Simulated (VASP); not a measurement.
# Ge (Fd-3m) in VASP: notebook, part 2 of 2

VASP 6.6.1. The steps go on from the part before.

### 5 Single point, r2SCAN50

This run uses another cell than the first one, of 23.09 Å³/atom.

POSCAR reads:

```
Ge
1.0
    0.0000000000      2.8476450493      2.8476450493
    2.8476450493      0.0000000000      2.8476450493
    2.8476450493      2.8476450493      0.0000000000
Ge
2
Direct
    0.7500000000      0.7500000000      0.7500000000
    0.5000000000      0.5000000000      0.5000000000
```

INCAR.step1 reads:

```
SYSTEM = Ge
  ALGO = Normal
  EDIFF = 1E-5
  ENCUT = 520
  GGA = PE
  ISIF = 2
  ISMEAR = -1
  LASPH = .TRUE.
  LCHARG = .FALSE.
  LREAL = .FALSE.
  LWAVE = .TRUE.
  NBANDS = 21
  NELM = 60
  PREC = Accurate
  SIGMA = 0.05
```

INCAR.step2 reads:

```
SYSTEM = Ge
  AEXX = 0.5
  ALGO = Normal
  EDIFF = 1E-6
  ENCUT = 520
  ISIF = 2
  ISMEAR = -1
  ISTART = 1
  LASPH = .TRUE.
  LCHARG = .FALSE.
  LHFCALC = .TRUE.
  LMIXTAU = .TRUE.
  LREAL = .FALSE.
  LWAVE = .FALSE.
  METAGGA = R2SCAN
  NBANDS = 21
  NELM = 60
  PREC = Accurate
  PRECFOCK = Normal
  SIGMA = 0.05
```

KPOINTS reads:

```
k-points
0
G
  4 4 4
  0 0 0
```

Potentials or basis: VASP PAW PBE potentials, release 64 (Ge_d).

Command:

```
$ cat potpaw_PBE.64/Ge_d/POTCAR > POTCAR
$ cp INCAR.step1 INCAR
$ mpirun -np 1 vasp_std > vasp.out
$ cp INCAR.step2 INCAR
$ mpirun -np 1 vasp_std > vasp.out
```

OUTCAR:

```text
SYSTEM = Ge
   AEXX = 0.5
   EDIFF = 1E-6
   ENCUT = 520
   ISIF = 2
   ISMEAR = -1
   ISTART = 1
   LASPH = .TRUE.
   LHFCALC = .TRUE.
   LREAL = .FALSE.
   METAGGA = R2SCAN
   NELM = 60
   PREC = Accurate
   PRECFOCK = Normal

 ion  position               nearest neighbor table
   1  0.750  0.750  0.750-   2 2.47   2 2.47   2 2.47   2 2.47
   2  0.500  0.500  0.500-   1 2.47   1 2.47   1 2.47   1 2.47

  LATTYP: Found a face centered cubic cell.
 ALAT       =     5.6952900986

  Lattice vectors:

 A1 = (   0.0000000000,   2.8476450493,   2.8476450493)
 A2 = (   2.8476450493,   0.0000000000,   2.8476450493)
 A3 = (   2.8476450493,   2.8476450493,   0.0000000000)

Analysis of symmetry for initial positions (statically):
=====================================================================
 Subroutine PRICEL returns:
 Original cell was already a primitive cell.

 Routine SETGRP: Setting up the symmetry group for a
 face centered cubic supercell.

 Subroutine GETGRP returns: Found 48 space group operations
 (whereof 24 operations were pure point group operations)
 out of a pool of 48 trial point group operations.

The static configuration has the point symmetry T_d .
 The point group associated with its full space group is O_h .

Analysis of symmetry for dynamics (positions and initial velocities):
=====================================================================
 Subroutine PRICEL returns:
 Original cell was already a primitive cell.

 Routine SETGRP: Setting up the symmetry group for a
 face centered cubic supercell.

 Subroutine GETGRP returns: Found 48 space group operations
 (whereof 24 operations were pure point group operations)
 out of a pool of 48 trial point group operations.

The dynamic configuration has the point symmetry T_d .
 The point group associated with its full space group is O_h .

 Subroutine INISYM returns: Found 48 space group operations
 (whereof 24 operations are pure point group operations),
 and found     1 'primitive' translations

----------------------------------------------------------------------------------------

                                     Primitive cell

  volume of cell :      46.1836

  direct lattice vectors                    reciprocal lattice vectors
     0.000000000  2.847645049  2.847645049    -0.175583681  0.175583681  0.175583681
     2.847645049  0.000000000  2.847645049     0.175583681 -0.175583681  0.175583681
     2.847645049  2.847645049  0.000000000     0.175583681  0.175583681 -0.175583681

  length of vectors
     4.027178250  4.027178250  4.027178250     0.304119857  0.304119857  0.304119857

  position of ions in fractional coordinates (direct lattice)
     0.750000000  0.750000000  0.750000000
     0.500000000  0.500000000  0.500000000

  ion indices of the primitive-cell ions
   primitive index   ion index
                 1           1
                 2           2

----------------------------------------------------------------------------------------

 KPOINTS: k-points

Automatic generation of k-mesh.
 Grid dimensions read from file:
 generate k-points for:    4    4    4

 Generating k-lattice:

  Cartesian coordinates                     Fractional coordinates (reciprocal lattice)
    -0.043895920  0.043895920  0.043895920     0.250000000  0.000000000  0.000000000
     0.043895920 -0.043895920  0.043895920     0.000000000  0.250000000  0.000000000
     0.043895920  0.043895920 -0.043895920     0.000000000  0.000000000  0.250000000

  Length of vectors
     0.076029964  0.076029964  0.076029964

  Shift w.r.t. Gamma in fractional coordinates (k-lattice)
     0.000000000  0.000000000  0.000000000

 Subroutine IBZKPT returns following result:
 ===========================================

 Found      8 irreducible k-points:

 Following reciprocal coordinates:
            Coordinates               Weight
  0.000000  0.000000  0.000000      1.000000
  0.250000  0.000000  0.000000      8.000000
  0.500000  0.000000  0.000000      4.000000
  0.250000  0.250000  0.000000      6.000000
  0.500000  0.250000  0.000000     24.000000
 -0.250000  0.250000  0.000000     12.000000
  0.500000  0.500000  0.000000      3.000000
 -0.250000  0.500000  0.250000      6.000000
   k-points           NKPTS =      8   k-points in BZ     NKDIM =     64   number of bands    NBANDS=     21
   number of dos      NEDOS =    301   number of ions     NIONS =      2
   total plane-waves  NPLWV =  27000
   dimension x,y,z NGX =    30 NGY =   30 NGZ =   30
   dimension x,y,z NGXF=    60 NGYF=   60 NGZF=   60
   ions per type =               2
   NGX,Y,Z   is equivalent  to a cutoff of  12.38, 12.38, 12.38 a.u.
   NGXF,Y,Z  is equivalent  to a cutoff of  24.77, 24.77, 24.77 a.u.
 SYSTEM =  Ge
   PREC   = accura    normal or accurate (medium, high low for compatibility)
   ISTART =      1    job   : 0-new  1-cont  2-samecut
   ICHARG =      0    charge: 1-file 2-atom 10-const
   ISPIN  =      1    spin polarized calculation?
   LNONCOLLINEAR =      F non collinear calculations
   LSORBIT =      F    spin-orbit coupling
   LASPH  =      T    aspherical Exc in radial PAW
   ENCUT  =  520.0 eV  38.22 Ry    6.18 a.u.   7.49  7.49  7.49*2*pi/ulx,y,z
   NELM   =     60;   NELMIN=  2; NELMDL=  0     # of ELM steps
   EDIFF  = 0.1E-05   stopping-criterion for ELM
   LREAL  =      F    real-space projection
   EDIFFG = 0.1E-04   stopping-criterion for IOM
   NSW    =      0    number of steps for IOM
   IBRION =     -1    ionic relax: 0-MD 1-quasi-New 2-CG
   NFREE  =      0    steps in history (QN), initial steepest desc. (CG)
   ISIF   =      2    stress and relaxation
   ISYM   =      3    0-nonsym 1-usesym 2-fastsym
   POTIM  = 0.5000    time-step for ionic-motion
   TEBEG  =    0.0;   TEEND  =   0.0 temperature during run
   PSTRESS=    0.0 pullay stress
   NELECT =      28.0000    total number of electrons
   NUPDOWN=      -1.0000    fix difference up-down
   EMIN   =  10.00;   EMAX   =-10.00  energy-range for DOS
   EFERMI =   0.00;   METHOD = LEGACY
   ISMEAR =    -1;   SIGMA  =   0.05  broadening in eV -4-tet -1-fermi 0-gaus
   EFERMI_NEDOS =   21; number of points for ismear=-14 and -15
   IALGO  =     38    algorithm
   IMIX   =      1    mixing-type and parameters
     AMIX     =   0.40;   BMIX     =  1.00
     AMIX_MAG =   1.60;   BMIX_MAG =  1.00
  volume/ion in A,a.u.               =      23.09       155.83
  Fermi-wavevector in a.u.,A,eV,Ry     =   1.385580  2.618367 26.120905  1.919832
  Thomas-Fermi vector in A             =   2.509977
   LORBIT       =      0    0 simple, 1 ext, 2 COOP (PROOUT), +10 PAW based schemes
   METAGGA = R2SCAN    functional components
   LHFCALC =     T    Hartree Fock is set to
   PRECFOCK=normal    Normal, Fast or Accurate (Low or Medium for compatibility)
   ENCUT4O =  -1.0   cutoff for four orbital integrals eV
   NKREDX  =     1    reduce k-point grid by
   NKREDY  =     1    reduce k-point grid by
   NKREDZ  =     1    reduce k-point grid by
   AEXX    =    0.5000 exact exchange contribution
   HFSCREEN=    0.0000 screening length (either q_TF or 0.3 A-1)
   HFSCREENC=   0.0000 screening length for correlation (either q_TF or 0.3 A-1)
   ENCUTFOCK=  -1.0 apply spherical cutoff to Coloumb kernel
   IVDW    =     0    specifies the selected vdW correction
   LEPSILON=     F    determine dielectric tensor
   LRPA    =     F    only Hartree local field effects (RPA)
 non-spin polarized calculation
  energy-cutoff  :      520.00
  volume of cell :       46.18
 maximum number of plane-waves:      1245
 NGX is ok and might be reduce to    30
  NGX = 24; NGY = 24; NGZ = 24

 number of electron      28.0000006 magnetization

 Free energy of the ion-electron system (eV)
  ---------------------------------------------------
  ext. energy  EPLUGINS =         0.00000000
  ---------------------------------------------------
  free energy    TOTEN  =       -24.29524062 eV

  energy without entropy =      -24.29524062  energy(sigma->0) =      -24.29524062

 E-fermi :   4.5588     XC(G=0):  -5.9370

 val. band max:        3.3649005442   @ k =   0.0000   0.0000   0.0000
 cond. band min:       6.2840314849   @ k =   0.5000   0.0000   0.0000
 fundamental gap:      2.9191309407
 Fermi energy:         4.5587575504

 k-point     1 :       0.0000    0.0000    0.0000
  band No.  band energies     occupation
      1     -28.1313      2.00000
      2     -28.1313      2.00000
      3     -28.1313      2.00000
      4     -28.0942      2.00000
      5     -28.0942      2.00000
      6     -27.9019      2.00000
[... 181 lines left out ...]
     20      18.3233      0.00000
     21      20.2483      0.00000

------------------------ aborting loop because EDIFF is reached ----------------------------------------

  FORCE on cell =-STRESS in cart. coord.  units (eV):
  Direction    XX          YY          ZZ          XY          YZ          ZX
  --------------------------------------------------------------------------------------
  -------------------------------------------------------------------------------------
  Total       -1.0102142     -1.0102142     -1.0102142      0.0000000      0.0000000     -0.0000000
  in kB      -35.0458408    -35.0458408    -35.0458408      0.0000000      0.0000000     -0.0000000
  external PRESSURE =     -35.0458408 kB  Pullay stress =       0.0000000 kB

 VOLUME and BASIS-vectors are now :
 -----------------------------------------------------------------------------
  energy-cutoff  :      520.00
  volume of cell :       46.18
      direct lattice vectors                 reciprocal lattice vectors
     0.000000000  2.847645049  2.847645049    -0.175583681  0.175583681  0.175583681
     2.847645049  0.000000000  2.847645049     0.175583681 -0.175583681  0.175583681
     2.847645049  2.847645049  0.000000000     0.175583681  0.175583681 -0.175583681

 POSITION                                       TOTAL-FORCE (eV/Angst)
 -----------------------------------------------------------------------------------
      4.27147      4.27147      4.27147         0.000000      0.000000      0.000000
      2.84765      2.84765      2.84765        -0.000000     -0.000000     -0.000000
 -----------------------------------------------------------------------------------
    total drift:                               -0.000011     -0.000003      0.000003

  FREE ENERGIE OF THE ION-ELECTRON SYSTEM (eV)
  ---------------------------------------------------
  free  energy   TOTEN  =       -24.2952406174 eV

  energy  without entropy=      -24.2952406174  energy(sigma->0) =      -24.29524062
```

Run time: 35 min. Hardware: 1 thread of Oxide Virtual Turin-like, shared host; peak memory 0.15 GiB.

Results:

```
Free energy            : -24.2952 eV
Pressure               : -3.5 GPa
Band gap on the k mesh : 2.92 eV (least direct gap 3.06 eV)
```

Caveat: the k points lie up to 0.48 Å⁻¹ apart; the PAW data sets were made with another functional, which shifts forces and pressure a little.

### 6 Overview

| task | level | cell | k mesh | cutoff (eV) | share of exact exchange | gap on the mesh (eV) | pressure (GPa) |
| --- | --- | --- | --- | --- | --- | --- | --- |
| single point | PBE-based global hybrid with 10 % exact exchange | a = 4.001 Å, angles 60.0°, 2 atoms | 5 × 5 × 5 | 520 | 0.1 | 0.62 | 2.3 |
| relaxation of cell and atoms | PBEsol-based global hybrid with 25 % exact exchange | relaxed from a = 4.001 Å, angles 60.0°, 2 atoms | 4 × 4 × 4 | 600 | 0.25 | 1.59 | 0.0 |
| single point | r2SCAN50 | a = 4.001 Å, angles 60.0°, 2 atoms | 4 × 4 × 4 | 520 | 0.5 | 3.01 | -2.2 |
| single point | r2SCAN50 | a = 4.027 Å, angles 60.0°, 2 atoms | 4 × 4 × 4 | 520 | 0.5 | 2.92 | -3.5 |

Alike in all rows: potentials or basis VASP PAW PBE potentials, release 64 (Ge_d); no spin polarisation; smearing fermi-dirac 0.05 eV.

Caveats: some runs use coarse meshes; the PAW data sets were made with another functional, which shifts forces and pressure a little; an odd mesh through Γ misses points on the zone boundary, where band edges can lie (at least some runs).

Total energies depend on the potentials used, so only differences within one code and one set of settings carry meaning.
